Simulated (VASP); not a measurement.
# TePb: single point with PBEsol

The system is TePb.

```
Pb Te
1.0
     0.00000    3.25240    3.25240
     3.25240    0.00000    3.25240
     3.25240    3.25240    0.00000
Pb Te
1 1
Direct
  0.00000 0.00000 0.00000
  0.50000 0.50000 0.50000
```

```
Program                : VASP 6.6.1
Task                   : single point
Functional             : PBEsol
Potentials or basis    : VASP PAW PBE potentials, release 64 (Pb_d, Te)
Cutoff                 : 500 eV
k mesh                 : 7 × 7 × 7
Occupations            : fermi-dirac, width 0.05 eV
Spin                   : non-collinear spin, zero start, spin-orbit coupling
Starting moments       : [[0.0, 0.0, 0.0], [0.0, 0.0, 0.0]] μB
Dipole correction      : no
Further INCAR settings : ALGO = Normal; EDIFF = 1e-06; NBANDS = 32
```

| Property | Result |
| --- | --- |
| Pressure | -1.3 GPa |
| Net moment | 0.00 μB per cell |
| Valence electrons inside the program's atomic spheres | Pb 11.87; Te 3.37 |

Moments on the atoms (μB; x, y, z):
```
Pb  0.00 0.00 0.00
Te  0.00 0.00 0.00
```

It took 57 s on 1 thread of Intel(R) Xeon(R) 6975P-C (Granite Rapids), on a shared host, peak memory 0.4 GiB.

Caveat: the PAW data sets were made with another functional, which shifts forces and pressure a little.
